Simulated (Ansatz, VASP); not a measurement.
One calculation of NaCl, two programs

```
CELL_PARAMETERS angstrom
-4.11688 0.00153 -0.00173
-0.00443 0.00303 -6.80471
-0.00322 -6.66983 0.00646
ATOMIC_POSITIONS crystal
Na 0.99976 0.74950 0.99956
Na 0.00000 0.24954 0.99984
Na 0.50041 0.75038 0.50061
Na 0.50006 0.25065 0.49987
Cl 0.49991 0.99976 0.83643
Cl 0.49979 0.49976 0.16320
Cl 0.99995 0.99991 0.33685
Cl 0.00012 0.50050 0.66365
```

Change from the starting cell: cell x4, atoms moved at random (sigma 0.15 Å) and cell strained at random (1.5 %), then relaxed without symmetry.

Alike in both runs: functional PBE; k mesh 2 × 2 × 1; occupations gaussian, width 0.1 eV; no spin polarisation.

Ansatz relaxed the structure, and its values are those at the end. VASP's run is a single point on that final structure, the one shown.

|  | VASP | Ansatz |
| --- | --- | --- |
| version | VASP 6.6.1 | Ansatz 0.2.0 |
| potentials or method | VASP PAW PBE potentials, release 64 (Na_pv, Cl), cutoff 520 eV | scalar-relativistic, plane waves, PAW |
| valence electrons in the cell | 56 | 64 |

```csv
,VASP,Ansatz,Ansatz less VASP
gap on the k mesh at the Fermi level (eV),4.79,4.79,0.000
least direct gap on the mesh (eV),4.79,4.79,0.000
pressure (GPa),0.0,0.0,+0.04
rms of the force components (eV/Å),0.005,0.005,0.0000
```

The functional is the same, so the differences come from potentials, cutoffs and numerics. VASP's potentials hold 56 valence electrons a cell and Ansatz's 64, so a difference there can come from the potentials and not from the codes.

The k mesh is coarse, so the values compare programs but aren't converged.
